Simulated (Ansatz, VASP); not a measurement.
## One calculation of Hg, two programs

```xyz
1
Lattice="2.1062 1.2160 1.9205 -2.1062 1.2160 1.9205 0.0000 -2.4320 1.9205" Properties=species:S:1:pos:R:3 pbc="T T T"
Hg    0.0000    0.0000    0.0000
```

Alike in both runs: functional PBE; k mesh 12 × 12 × 12; occupations gaussian, width 0.1 eV; no spin polarisation.

Ansatz relaxed the structure, and its values are those at the end. VASP's run is a single point on that final structure, the one shown.

|  | VASP | Ansatz |
| --- | --- | --- |
| version | VASP 6.6.1 | Ansatz 0.2.0 |
| potentials or method | VASP PAW PBE potentials, release 64 (Hg), cutoff 520 eV | scalar-relativistic, plane waves, PAW |
| valence electrons in the cell | 12 | 20 |

```csv
,VASP,Ansatz,Ansatz less VASP
gap on the k mesh at the Fermi level (eV),none,none,-
pressure (GPa),0.2,0.0,-0.21
```

A gap of «none» marks a metal or a gap that the smearing closes. With one functional, cell and mesh, what is left measures potentials, basis and numerics. VASP's potentials hold 12 valence electrons a cell and Ansatz's 20, so a difference there can come from the potentials and not from the codes.

Spin-orbit coupling is off throughout.
